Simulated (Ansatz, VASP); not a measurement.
# PbS: VASP beside Ansatz

```xyz
2
Lattice="0.0000 2.9650 2.9650 2.9650 0.0000 2.9650 2.9650 2.9650 0.0000" Properties=species:S:1:pos:R:3 pbc="T T T"
Pb    0.0619    0.0619    0.0000
S     2.9650    2.9650    2.9650
```

Change from the starting cell: all Pb atoms moved +0.087 Å, as atom 1 along Cartesian [1 1 0].

Alike in both runs: task single point; functional PBE; k mesh 10 × 10 × 10; occupations gaussian, width 0.03 eV; no spin polarisation.

```csv
,VASP,Ansatz
version,VASP 6.6.1,Ansatz 0.2.0
potentials or method,"VASP PAW PBE potentials, release 64 (Pb_d, S), cutoff 520 eV","scalar-relativistic, plane waves, PAW"
valence electrons in the cell,20,20
```

VASP gave:

| Quantity | Value |
| --- | --- |
| gap on the k mesh at the Fermi level (eV) | 0.38 |
| least direct gap on the mesh (eV) | 0.38 |
| pressure (GPa) | 2.3 |
| traceless stress, the component that is largest in VASP (GPa) | -0.11 |
| rms of the force components (eV/Å) | 0.033 |

Task: Estimate Ansatz's values.

Result: gap on the k mesh at the Fermi level (eV): 0.37; least direct gap on the mesh (eV): 0.37; pressure (GPa): 2.4; traceless stress, the component that is largest in VASP (GPa): -0.11; rms of the force components (eV/Å): 0.033.

Atom by atom the forces differ by 0.001 eV/Å (rms over components). With one functional, cell and mesh, what is left measures potentials, basis and numerics.

Neither program's run includes spin-orbit coupling.
